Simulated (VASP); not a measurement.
A run of VASP 6.6.1:

INCAR

```
PREC = Accurate
ENCUT = 520
EDIFF = 1E-6
ISMEAR = 0
SIGMA = 0.2
LREAL = F
LASPH = T
NELM = 80
ALGO = Normal
ISIF = 2
LWAVE = F
LCHARG = T
GGA = PE
LELF = T
LVHAR = T
NBANDS = 62
```

Contents of KPOINTS:

```
Automatic mesh
0
Gamma
  8 4 4
```

The input POSCAR:

```
Ti2WC3
1.0
    1.5338336656     -2.6566778391      0.0000000000
   -4.6015009966     -2.6566778391      0.0000000000
    0.0000000000      0.0000000000     -7.5374024039
Ti W C
4 2 6
Direct
    0.5000000000      0.8333333333      0.3340096597
    1.0000000000      0.3333333333      0.3340096597
    1.0000000000      0.6666666667      0.6659903403
    0.5000000000      0.1666666667      0.6659903403
    0.0000000000      1.0000000000      1.0000000000
    0.5000000000      0.5000000000      1.0000000000
    1.0000000000      0.6666666667      0.1674980161
    0.5000000000      0.1666666667      0.1674980161
    0.0000000000      1.0000000000      0.5000000000
    0.5000000000      0.5000000000      0.5000000000
    0.5000000000      0.8333333333      0.8325019839
    1.0000000000      0.3333333333      0.8325019839
```

Potentials or basis: VASP PAW PBE potentials, release 64 (Ti_sv, W_sv, C).

Run with:

```console
$ cat potpaw_PBE.64/Ti_sv/POTCAR potpaw_PBE.64/W_sv/POTCAR potpaw_PBE.64/C/POTCAR > POTCAR
$ mpirun -np 1 vasp_std > vasp.out
```

Hardware: 1 thread of Intel Xeon 8259CL, with other jobs on the host.

**Question.** How long does it take, and how much memory?

**Answer.** It took 8.5 min on 1 thread of Intel Xeon 8259CL, with other jobs on the host, peak memory 0.43 GiB. Counts: scf iterations 17, k points 50.
